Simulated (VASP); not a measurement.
Set up this calculation in VASP 6.6.1, as the native input.

| Property | Result |
| --- | --- |
| Task | single point |
| Functional | PBE |
| Potentials or basis | VASP PAW PBE potentials, release 64 (Al) |
| Cutoff | 520 eV |
| k mesh | 18 × 18 × 18 |
| Occupations | gaussian, width 0.05 eV |
| Spin | non-collinear spin, zero start, spin-orbit coupling |
| Starting moments | [[0.0, 0.0, 0.0]] μB |
| Dipole correction | no |
| Further INCAR settings | ALGO = Normal; EDIFF = 1e-06; NBANDS = 14 |

The structure of Al lies in POSCAR:

```
Al
1.0
    0.0000000000      2.0222963920      2.0222963920
    2.0222963920      0.0000000000      2.0222963920
    2.0222963920      2.0222963920      0.0000000000
Al
1
Direct
    0.0000000000      0.0000000000      0.0000000000
```

These files were run (other wordings do the same):

INCAR

```
SYSTEM = Al
  PREC = Accurate
  ENCUT = 520
  EDIFF = 1E-6
  ISMEAR = 0
  SIGMA = 0.05
  LREAL = .FALSE.
  LASPH = .TRUE.
  NELM = 150
  ALGO = Normal
  ISIF = 2
  LWAVE = .FALSE.
  LCHARG = .FALSE.
  MAGMOM = 0 0 0
  LORBIT = 11
  LSORBIT = .TRUE.
  GGA_COMPAT = .FALSE.
  LORBMOM = .TRUE.
  GGA = PE
  NBANDS = 14
```

KPOINTS

```
regular mesh
0
G
  18 18 18
  0 0 0
```

Potentials or basis: VASP PAW PBE potentials, release 64 (Al).

Command:

```bash
$ cat potpaw_PBE.64/Al/POTCAR > POTCAR
$ mpirun -np 1 vasp_ncl > vasp.out
```

It gave:

| Quantity | Value |
| --- | --- |
| Pressure | -0.2 GPa |
| Net moment | 0.00 μB per cell |
| Valence electrons inside the program's atomic spheres | Al 0.77 |

Wall time 54 s on 1 thread of Intel(R) Xeon(R) Platinum 8488C (Sapphire Rapids), with other jobs on the host, peak memory 0.22 GiB.
